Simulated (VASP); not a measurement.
BAs: single point with PBE+D4

Crystal: BAs.

```
B As
1.0
     0.00000    2.37897    2.37897
     2.37897    0.00000    2.37897
     2.37897    2.37897    0.00000
B As
1 1
Direct
  0.00000 0.00000 0.00000
  0.75000 0.75000 0.75000
```

| Quantity | Value |
| --- | --- |
| Program | VASP 6.6.1 |
| Task | single point |
| Functional | PBE |
| Dispersion | D4 |
| Potentials or basis | VASP PAW PBE potentials, release 64 (B, As) |
| Cutoff | 500 eV |
| k mesh | 8 × 8 × 8 |
| Occupations | methfessel-paxton, width 0.02 eV |
| Spin | no spin polarisation |

| Quantity | Value |
| --- | --- |
| Pressure | 0.7 GPa |
| Band gap on the k mesh | 1.18 eV (least direct gap 3.29 eV) |
| Dispersion energy per atom | -0.380 eV |

Levels at points of the mesh, in eV from the valence-band top:
```csv
k point,band 1,band 2,band 3,band 4,band 5,band 6,band 7,band 8,band 9
"(0.00, 0.00, 0.00)",-15.51,0.00,0.00,0.00,3.29,3.29,3.29,4.84,9.64
"(0.50, 0.00, 0.00)",-12.60,-8.88,-1.84,-1.84,2.76,4.79,4.79,8.89,12.80
"(0.50, 0.50, 0.00)",-11.26,-8.60,-4.13,-4.13,1.41,1.43,11.48,11.48,12.97
```

Run time: 9 s on 1 thread of Intel(R) Xeon(R) Platinum 8375C CPU @ 2.90GHz (Ice Lake), with other jobs on the host, peak memory 0.15 GiB.

A k mesh can miss the band edges.
